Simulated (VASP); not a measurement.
Write the native input for VASP 6.6.1 that does the following.

- Task: single point
- Functional: PBE
- Dispersion: D3(BJ)
- Potentials or basis: VASP PAW PBE potentials, release 64 (W_sv, S)
- Cutoff: 520 eV
- k mesh: 12 × 12 × 4
- Occupations: gaussian, width 0.02 eV
- Spin: no spin polarisation
- Dipole correction: no
- Further INCAR settings: ALGO = Normal; EDIFF = 1e-07; NBANDS = 35

The structure of WS2 lies in POSCAR:

```
WS2
1.0
    3.1788796021      0.0000000000      0.0000000000
   -1.5894398011      2.7529904910      0.0000000000
    0.0000000000      0.0000000000     13.1424949616
W S
2 4
Direct
    0.3333333333      0.6666666667      0.7500000000
    0.6666666667      0.3333333333      0.2500000000
    0.3333333333      0.6666666667      0.1303717305
    0.6666666667      0.3333333333      0.6303717305
    0.3333333333      0.6666666667      0.3696282695
    0.6666666667      0.3333333333      0.8696282695
```

This cell differs from its parent crystal: volume scaled by 1.10, then relaxed in part.

The input as run:

INCAR

```
PREC     = Accurate       # precision mode
ENCUT    = 520            # plane-wave cutoff, eV
EDIFF    = 1E-7           # SCF threshold, eV
ISMEAR   = 0              # smearing method
SIGMA    = 0.02           # smearing width, eV
LREAL    = F              # projectors in reciprocal space
LASPH    = T              # aspherical terms in the spheres
NELM     = 80             # most SCF steps
ALGO     = Normal         # electronic algorithm
ISIF     = 2              # what is computed and relaxed
LWAVE    = F              # write WAVECAR
LCHARG   = F              # write CHGCAR
GGA      = PE             # functional
IVDW     = 12             # dispersion correction
NBANDS   = 35             # bands
```

KPOINTS

```
regular mesh
0
Gamma
  12 12 4
```

Potentials or basis: VASP PAW PBE potentials, release 64 (W_sv, S).

Launch:

```bash
$ cat potpaw_PBE.64/W_sv/POTCAR potpaw_PBE.64/S/POTCAR > POTCAR
$ mpirun -np 1 vasp_std > vasp.out
```

It gave:

- Pressure: -2.5 GPa
- Band gap on the k mesh: 1.29 eV, indirect (least direct gap 1.80 eV)
- Dispersion energy per atom: -0.394 eV

Caveat: spin-orbit coupling is left out, which moves the levels of the heavy elements.

Wall time 3.1 min on 1 thread of Intel(R) Xeon(R) Platinum 8488C (Sapphire Rapids), with other jobs on the host, peak memory 0.34 GiB.
